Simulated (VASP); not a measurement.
# NaF (Villiaumite) (P1) in VASP: a series of runs

NaF (Villiaumite) is run at these levels: PBEsol+D3(BJ); tasks: single point.

Program: VASP 6.6.1. These are calculated values, not measurements. Logs are shortened: lines on timing, memory, paths and dates and some standing lists are left out, and cuts for length are marked.

## (1) The cell of the first run

The typed cell holds 2 atoms: a = 3.301 Å, b = 3.332 Å, c = 3.268 Å, α = 60.29°, β = 59.57°, γ = 60.15°.

## (2) Single point, PBEsol+D3(BJ)

The input, INCAR:

```
PREC     = Accurate       # precision mode
ENCUT    = 520            # plane-wave cutoff, eV
EDIFF    = 1E-6           # SCF threshold, eV
ISMEAR   = 0              # smearing method
SIGMA    = 0.01           # smearing width, eV
LREAL    = False          # projectors in reciprocal space
LASPH    = True           # aspherical terms in the spheres
NELM     = 60             # most SCF steps
ALGO     = Normal         # electronic algorithm
ISIF     = 2              # what is computed and relaxed
LWAVE    = False          # write WAVECAR
LCHARG   = False          # write CHGCAR
GGA      = PS             # functional
IVDW     = 12             # dispersion correction
NBANDS   = 14             # bands
```

The input, KPOINTS:

```
Automatic mesh
0
Gamma
  4 4 4
```

The input, POSCAR:

```
NaF
1.0
    0.0042800000      2.3334000000      2.3355900000
    2.3473800000     -0.0243400000      2.3642200000
    2.3035500000      2.3182000000      0.0194900000
Na F
1 1
Direct
    0.0004400000      0.0308300000      0.9720700000
    0.4839051685      0.5170843043      0.5330580235
```

Potentials or basis: VASP PAW PBE potentials, release 64 (Na_pv, F).

Run with:

```
cat potpaw_PBE.64/Na_pv/POTCAR potpaw_PBE.64/F/POTCAR > POTCAR
mpirun -np 1 vasp_std > vasp.out
```

OUTCAR:

```text
PREC = Accurate
   ENCUT = 520
   EDIFF = 1E-6
   ISMEAR = 0
   LREAL = False
   LASPH = True
   NELM = 60
   ISIF = 2
   GGA = PS
   IVDW = 12
 IVDW          = 12

 ion  position               nearest neighbor table
   1  0.000  0.031  0.972-   2 2.22   2 2.24   2 2.28
   2  0.484  0.517  0.533-   1 2.22   1 2.24   1 2.28

  LATTYP: Found a triclinic cell.
 ALAT       =     3.2636165190
 B/A-ratio  =     1.0116009674
 C/A-ratio  =     1.0156495221
 COS(alpha) =     0.0009533344
 COS(beta)  =     0.4893977470
 COS(gamma) =     0.5044277882

  Lattice vectors:

 A1 = (   2.2992700000,  -0.0152000000,  -2.3161000000)
 A2 = (  -0.0042800000,  -2.3334000000,  -2.3355900000)
 A3 = (  -0.0438300000,   2.3425400000,  -2.3447300000)

Analysis of symmetry for initial positions (statically):
=====================================================================
 Subroutine PRICEL returns:
 Original cell was already a primitive cell.

 Routine SETGRP: Setting up the symmetry group for a
 triclinic supercell.

 Subroutine GETGRP returns: Found  1 space group operations
 (whereof  1 operations were pure point group operations)
 out of a pool of  2 trial point group operations.

The static configuration has the point symmetry C_1 .

Analysis of symmetry for dynamics (positions and initial velocities):
=====================================================================
 Subroutine PRICEL returns:
 Original cell was already a primitive cell.

 Routine SETGRP: Setting up the symmetry group for a
 triclinic supercell.

 Subroutine GETGRP returns: Found  1 space group operations
 (whereof  1 operations were pure point group operations)
 out of a pool of  2 trial point group operations.

The dynamic configuration has the point symmetry C_1 .

 Subroutine INISYM returns: Found  1 space group operations
 (whereof  1 operations are pure point group operations),
 and found     1 'primitive' translations

----------------------------------------------------------------------------------------

                                     Primitive cell

  volume of cell :      25.4182

  direct lattice vectors                    reciprocal lattice vectors
     0.004280000  2.333400000  2.335590000    -0.215640800  0.212459595  0.216292125
     2.347380000 -0.024340000  2.364220000     0.211221831 -0.211661600  0.211076065
     2.303550000  2.318200000  0.019490000     0.219272445  0.215294167 -0.215494113

  length of vectors
     3.301477628  3.331714500  3.268145300     0.372051498  0.366016940  0.375326120

  position of ions in fractional coordinates (direct lattice)
     0.000440000  0.030830000  0.972070000
     0.483905169  0.517084304  0.533058023

  ion indices of the primitive-cell ions
   primitive index   ion index
                 1           1
                 2           2

----------------------------------------------------------------------------------------

 KPOINTS: Automatic mesh

Automatic generation of k-mesh.
 Grid dimensions read from file:
 generate k-points for:    4    4    4

 Generating k-lattice:

  Cartesian coordinates                     Fractional coordinates (reciprocal lattice)
    -0.053910200  0.053114899  0.054073031     0.250000000  0.000000000  0.000000000
     0.052805458 -0.052915400  0.052769016     0.000000000  0.250000000 -0.000000000
     0.054818111  0.053823542 -0.053873528     0.000000000  0.000000000  0.250000000

  Length of vectors
     0.093012875  0.091504235  0.093831530

  Shift w.r.t. Gamma in fractional coordinates (k-lattice)
     0.000000000  0.000000000  0.000000000

 Subroutine IBZKPT returns following result:
 ===========================================

 Found     36 irreducible k-points:

 Following reciprocal coordinates:
            Coordinates               Weight
  0.000000  0.000000  0.000000      1.000000
  0.250000  0.000000 -0.000000      2.000000
  0.500000  0.000000 -0.000000      1.000000
 -0.000000  0.250000  0.000000      2.000000
  0.250000  0.250000 -0.000000      2.000000
  0.500000  0.250000 -0.000000      2.000000
[... 16 lines left out ...]
  0.000000 -0.250000  0.250000      2.000000
  0.250000 -0.250000  0.250000      2.000000
 [... further k-points ...]
   k-points           NKPTS =     36   k-points in BZ     NKDIM =     36   number of bands    NBANDS=     14
   number of dos      NEDOS =    301   number of ions     NIONS =      2
   total plane-waves  NPLWV =  18816
   dimension x,y,z NGX =    28 NGY =   28 NGZ =   24
   dimension x,y,z NGXF=    56 NGYF=   56 NGZF=   48
   ions per type =               1   1
   NGX,Y,Z   is equivalent  to a cutoff of  14.10, 13.97, 12.21 a.u.
   NGXF,Y,Z  is equivalent  to a cutoff of  28.20, 27.94, 24.42 a.u.
 SYSTEM =  unknown system
   PREC   = accura    normal or accurate (medium, high low for compatibility)
   ISTART =      0    job   : 0-new  1-cont  2-samecut
   ICHARG =      2    charge: 1-file 2-atom 10-const
   ISPIN  =      1    spin polarized calculation?
   LNONCOLLINEAR =      F non collinear calculations
   LSORBIT =      F    spin-orbit coupling
   LASPH  =      T    aspherical Exc in radial PAW
   ENCUT  =  520.0 eV  38.22 Ry    6.18 a.u.   6.14  6.19  6.08*2*pi/ulx,y,z
   NELM   =     60;   NELMIN=  2; NELMDL= -5     # of ELM steps
   EDIFF  = 0.1E-05   stopping-criterion for ELM
   LREAL  =      F    real-space projection
   EDIFFG = 0.1E-04   stopping-criterion for IOM
   NSW    =      0    number of steps for IOM
   IBRION =     -1    ionic relax: 0-MD 1-quasi-New 2-CG
   NFREE  =      0    steps in history (QN), initial steepest desc. (CG)
   ISIF   =      2    stress and relaxation
   ISYM   =      2    0-nonsym 1-usesym 2-fastsym
   POTIM  = 0.5000    time-step for ionic-motion
   TEBEG  =    0.0;   TEEND  =   0.0 temperature during run
   PSTRESS=    0.0 pullay stress
   NELECT =      14.0000    total number of electrons
   NUPDOWN=      -1.0000    fix difference up-down
   EMIN   =  10.00;   EMAX   =-10.00  energy-range for DOS
   EFERMI =   0.00;   METHOD = LEGACY
   ISMEAR =     0;   SIGMA  =   0.01  broadening in eV -4-tet -1-fermi 0-gaus
   EFERMI_NEDOS =   21; number of points for ismear=-14 and -15
   IALGO  =     38    algorithm
   IMIX   =      4    mixing-type and parameters
     AMIX     =   0.40;   BMIX     =  1.00
     AMIX_MAG =   1.60;   BMIX_MAG =  1.00
  volume/ion in A,a.u.               =      12.71        85.77
  Fermi-wavevector in a.u.,A,eV,Ry     =   1.341948  2.535914 24.501705  1.800825
  Thomas-Fermi vector in A             =   2.470141
   LORBIT       =      0    0 simple, 1 ext, 2 COOP (PROOUT), +10 PAW based schemes
   GGA     = PS    functional components
   LHFCALC =     F    Hartree Fock is set to
   AEXX    =    0.0000 exact exchange contribution
   IVDW    =    12    specifies the selected vdW correction
   LEPSILON=     F    determine dielectric tensor
   LRPA    =     F    only Hartree local field effects (RPA)
 non-spin polarized calculation
 Gauss-broadening in eV      SIGMA  =   0.01
  energy-cutoff  :      520.00
  volume of cell :       25.42
 maximum number of plane-waves:       694
 NGX is ok and might be reduce to    28
   NGX = 13   NGY = 13   NGZ = 13

 number of electron      14.0000003 magnetization

 Free energy of the ion-electron system (eV)
  ---------------------------------------------------
  ext. energy  EPLUGINS =         0.00000000
  ---------------------------------------------------
  free energy    TOTEN  =        -8.73776088 eV

  energy without entropy =       -8.73776088  energy(sigma->0) =       -8.73776088

 E-fermi :  -2.1659     XC(G=0):  -9.2187

 val. band max:       -2.2337506440   @ k =   0.0000   0.0000   0.0000
 cond. band min:       3.7779990826   @ k =   0.0000   0.0000   0.0000
 fundamental gap:      6.0117497266
 Fermi energy:        -2.1659287809

 k-point     1 :       0.0000    0.0000    0.0000
  band No.  band energies     occupation
      1     -21.3629      2.00000
      2     -21.0863      2.00000
      3     -21.0826      2.00000
      4     -21.0165      2.00000
      5      -2.3151      2.00000
      6      -2.2699      2.00000
      7      -2.2338      2.00000
      8       3.7780      0.00000
      9      16.1158      0.00000
     10      16.4917      0.00000
     11      16.8665      0.00000
     12      19.0298      0.00000
     13      21.3508      0.00000
     14      21.5315      0.00000

 k-point     2 :       0.2500    0.0000   -0.0000
  band No.  band energies     occupation
      1     -21.7380      2.00000
      2     -21.0988      2.00000
      3     -21.0892      2.00000
      4     -20.5672      2.00000
      5      -3.1549      2.00000
      6      -2.4269      2.00000
      7      -2.3618      2.00000
      8       5.6263      0.00000
      9      12.5849      0.00000
     10      16.8615      0.00000
     11      17.3731      0.00000
     12      20.0702      0.00000
     13      20.3844      0.00000
     14      21.6777      0.00000

 k-point     3 :       0.5000    0.0000   -0.0000
  band No.  band energies     occupation
      1     -21.9308      2.00000
      2     -21.1050      2.00000
      3     -21.0949      2.00000
      4     -20.3065      2.00000
      5      -3.8313      2.00000
      6      -2.5429      2.00000
      7      -2.4798      2.00000
      8       8.2068      0.00000
      9       9.8885      0.00000
     10      17.1638      0.00000
     11      17.5691      0.00000
     12      20.2146      0.00000
     13      20.7165      0.00000
     14      21.0054      0.00000
[... 324 lines left out ...]
 k-point    23 :       0.0000   -0.2500    0.2500
  band No.  band energies     occupation
      1     -21.7701      2.00000
      2     -21.1469      2.00000
      3     -21.0998      2.00000
      4     -20.4578      2.00000
      5      -3.4323      2.00000
      6      -2.8197      2.00000
      7      -2.5074      2.00000
      8       7.7929      0.00000
      9      11.3370      0.00000
     10      14.5026      0.00000
     11      17.8223      0.00000
     12      19.1384      0.00000
     13      19.9059      0.00000
     14      24.6559      0.00000

 k-point    24 :       0.2500   -0.2500    0.2500
  band No.  band energies     occupation
      1     -21.7181      2.00000
      2     -21.1498      2.00000
      3     -21.1203      2.00000
      4     -20.5008      2.00000
      5      -3.4975      2.00000
      6      -2.8336      2.00000
      7      -2.5405      2.00000
      8       8.8423      0.00000
      9      10.5093      0.00000
     10      14.0061      0.00000
     11      17.1628      0.00000
     12      17.6018      0.00000
     13      23.1604      0.00000
     14      24.2961      0.00000

 [... further k-points ...]

------------------------ aborting loop because EDIFF is reached ----------------------------------------

 Edisp (eV)   -0.31705

 E8    (eV) :    -0.2107

  FORCE on cell =-STRESS in cart. coord.  units (eV):
  Direction    XX          YY          ZZ          XY          YZ          ZX
  --------------------------------------------------------------------------------------
  -------------------------------------------------------------------------------------
  Total      -0.30638    -0.40532    -0.50778     0.02999     0.04422    -0.06011
  in kB     -19.31213   -25.54837   -32.00674     1.89047     2.78712    -3.78879
  external pressure =      -25.62 kB  Pullay stress =        0.00 kB

 VOLUME and BASIS-vectors are now :
 -----------------------------------------------------------------------------
  energy-cutoff  :      520.00
  volume of cell :       25.42
      direct lattice vectors                 reciprocal lattice vectors
     0.004280000  2.333400000  2.335590000    -0.215640800  0.212459595  0.216292125
     2.347380000 -0.024340000  2.364220000     0.211221831 -0.211661600  0.211076065
     2.303550000  2.318200000  0.019490000     0.219272445  0.215294167 -0.215494113

 POSITION                                       TOTAL-FORCE (eV/Angst)
 -----------------------------------------------------------------------------------
      2.31158      2.25373      0.09286         0.237384      0.201420     -0.125233
      2.44379      2.35229      2.36309        -0.237384     -0.201420      0.125233
 -----------------------------------------------------------------------------------
    total drift:                                0.000003     -0.000074      0.000298

  FREE ENERGIE OF THE ION-ELECTRON SYSTEM (eV)
  ---------------------------------------------------
  free  energy   TOTEN  =        -9.0548145492 eV

  energy  without entropy=       -9.0548145492  energy(sigma->0) =       -9.05481455
```

Run time: 9.2 s. Hardware: 1 thread of Intel Xeon Platinum 8488C (Sapphire Rapids), shared host; peak memory 0.15 GiB.

Results:

```yaml
Free_energy: -9.0548 eV
Pressure: -2.6 GPa
Largest_force: 0.336 eV/Å
Band_gap_on_the_k_mesh: 6.01 eV, direct
Dispersion_energy_per_atom: -0.159 eV
```

Forces on the atoms (eV/Å):
```
Na   0.237  0.201 -0.125
F   -0.237 -0.201  0.125
```

Stress tensor (GPa, compression positive):
```
-1.93  0.19 -0.38
 0.19 -2.55  0.28
-0.38  0.28 -3.20
```

Caveat: the k points lie up to 0.59 Å⁻¹ apart; three body term missing; the PAW data sets were made with another functional, which shifts forces and pressure a little.

## (3) Single point, PBEsol+D3(BJ)

The input, INCAR:

```
SYSTEM = NaF
ALGO = Normal
EDIFF = 1E-6
ENCUT = 520
GGA = PS
ISIF = 2
ISMEAR = 0
IVDW = 12
LASPH = .True.
LCHARG = .False.
LREAL = .False.
LWAVE = .False.
NBANDS = 14
NELM = 80
PREC = Accurate
SIGMA = 0.01
```

The input, KPOINTS:

```
k-points
0
Gamma
  4 4 4
  0 0 0
```

POSCAR, as its differences from that of step 2:

```diff
@@ -9,2 +9,2 @@
     0.0004400000      0.0308300000      0.9720700000
-    0.4839051685      0.5170843043      0.5330580235
+    0.4821748315      0.5153956957      0.5347819765
```

Potentials or basis: VASP PAW PBE potentials, release 64 (Na_pv, F).

Run with:

```
cat potpaw_PBE.64/Na_pv/POTCAR potpaw_PBE.64/F/POTCAR > POTCAR
mpirun -np 1 vasp_std > vasp.out
```

Wall time 12 s (1 thread of Intel Xeon Platinum 8488C (Sapphire Rapids), shared host); peak memory 0.15 GiB.

It converged, with:

```
Free energy                : -9.0537 eV
Pressure                   : -2.5 GPa
Largest force              : 0.341 eV/Å
Band gap on the k mesh     : 6.01 eV, direct
Dispersion energy per atom : -0.159 eV
```

Forces in eV/Å, atoms in the order of the input:
```
Na   0.236  0.201 -0.141
F   -0.236 -0.201  0.141
```

Stress tensor (GPa, compression positive):
```
-1.94  0.19 -0.36
 0.19 -2.56  0.30
-0.36  0.30 -3.09
```

Levels at points of the mesh, in eV from the valence-band top:
```tsv
k point	band 4	band 5	band 6	band 7	band 8	band 9	band 10	band 11
(0.00, 0.00, 0.00)	-18.78	-0.08	-0.04	0.00	6.01	18.35	18.72	19.11
(0.50, 0.00, 0.00)	-18.07	-1.60	-0.31	-0.25	10.44	12.12	19.39	19.80
(0.00, 0.50, 0.00)	-18.06	-1.62	-0.26	-0.21	10.43	11.92	19.66	20.04
(0.50, 0.50, 0.00)	-18.63	-1.30	-0.47	-0.40	12.67	13.05	13.28	19.14
(0.00, 0.00, 0.50)	-18.11	-1.59	-0.33	-0.30	10.48	12.26	19.49	19.59
(0.50, 0.00, 0.50)	-18.62	-1.29	-0.48	-0.39	12.64	13.03	13.33	19.09
(0.00, 0.50, 0.50)	-18.61	-1.28	-0.45	-0.44	12.70	12.99	13.34	19.30
(0.50, 0.50, 0.50)	-18.08	-1.60	-0.30	-0.24	10.44	12.10	19.45	19.85
```

Caveat: the k points lie up to 0.59 Å⁻¹ apart; three body term missing; the PAW data sets were made with another functional, which shifts forces and pressure a little. A hybrid or GW would open this gap; PBEsol tends to underestimate it.

## (4) Single point, PBEsol+D3(BJ)

The input, INCAR:

```
ALGO     = Normal         # electronic algorithm
EDIFF    = 1E-6           # SCF threshold, eV
ENCUT    = 520            # plane-wave cutoff, eV
GGA      = PS             # functional
ISIF     = 2              # what is computed and relaxed
ISMEAR   = 0              # smearing method
IVDW     = 12             # dispersion correction
LASPH    = True           # aspherical terms in the spheres
LCHARG   = False          # write CHGCAR
LREAL    = False          # projectors in reciprocal space
LWAVE    = False          # write WAVECAR
NBANDS   = 14             # bands
NELM     = 100            # most SCF steps
PREC     = Accurate       # precision mode
SIGMA    = 0.01           # smearing width, eV
```

The input, KPOINTS:

```
k-points
0
Gamma
  4 4 4
```

POSCAR, as its differences from that of step 3:

```diff
@@ -9,2 +9,2 @@
     0.0004400000      0.0308300000      0.9720700000
-    0.4821748315      0.5153956957      0.5347819765
+    0.4865006740      0.5196172170      0.5304720942
```

Potentials or basis: VASP PAW PBE potentials, release 64 (Na_pv, F).

Run with:

```
cat potpaw_PBE.64/Na_pv/POTCAR potpaw_PBE.64/F/POTCAR > POTCAR
mpirun -np 1 vasp_std > vasp.out
```

OUTCAR:

```text
EDIFF = 1E-6
   ENCUT = 520
   GGA = PS
   ISIF = 2
   ISMEAR = 0
   IVDW = 12
   LASPH = True
   LREAL = False
   NELM = 100
   PREC = Accurate
 IVDW          = 12

 ion  position               nearest neighbor table
   1  0.000  0.031  0.972-   2 2.22   2 2.24   2 2.29
   2  0.487  0.520  0.530-   1 2.22   1 2.24   1 2.29

  LATTYP: Found a triclinic cell.
 ALAT       =     3.2636165190
 B/A-ratio  =     1.0116009674
 C/A-ratio  =     1.0156495221
[... 600 lines left out ...]
 [... further k-points ...]

------------------------ aborting loop because EDIFF is reached ----------------------------------------

 Edisp (eV)   -0.31705

 E8    (eV) :    -0.2107

  FORCE on cell =-STRESS in cart. coord.  units (eV):
  Direction    XX          YY          ZZ          XY          YZ          ZX
  --------------------------------------------------------------------------------------
  -------------------------------------------------------------------------------------
  Total      -0.30399    -0.40362    -0.53000     0.02982     0.04015    -0.06508
  in kB     -19.16112   -25.44139   -33.40734     1.87968     2.53053    -4.10213
  external pressure =      -26.00 kB  Pullay stress =        0.00 kB

 VOLUME and BASIS-vectors are now :
 -----------------------------------------------------------------------------
  energy-cutoff  :      520.00
  volume of cell :       25.42
      direct lattice vectors                 reciprocal lattice vectors
     0.004280000  2.333400000  2.335590000    -0.215640800  0.212459595  0.216292125
     2.347380000 -0.024340000  2.364220000     0.211221831 -0.211661600  0.211076065
     2.303550000  2.318200000  0.019490000     0.219272445  0.215294167 -0.215494113

 POSITION                                       TOTAL-FORCE (eV/Angst)
 -----------------------------------------------------------------------------------
      2.31158      2.25373      0.09286         0.238839      0.202374     -0.102099
      2.44379      2.35229      2.37509        -0.238839     -0.202374      0.102099
 -----------------------------------------------------------------------------------
    total drift:                                0.000272     -0.000014      0.000237

  FREE ENERGIE OF THE ION-ELECTRON SYSTEM (eV)
  ---------------------------------------------------
  free  energy   TOTEN  =        -9.0561793574 eV

  energy  without entropy=       -9.0561793574  energy(sigma->0) =       -9.05617936
```

Run time: 12 s. Hardware: 1 thread of Intel Xeon Platinum 8488C (Sapphire Rapids), shared host; peak memory 0.15 GiB.

Results:

- Free energy: -9.0562 eV
- Pressure: -2.6 GPa
- Largest force: 0.329 eV/Å
- Band gap on the k mesh: 6.01 eV, direct
- Dispersion energy per atom: -0.159 eV

Forces in eV/Å, atoms in the order of the input:
```
Na   0.239  0.202 -0.102
F   -0.239 -0.202  0.102
```

Caveat: the k points lie up to 0.59 Å⁻¹ apart; three body term missing; the PAW data sets were made with another functional, which shifts forces and pressure a little.
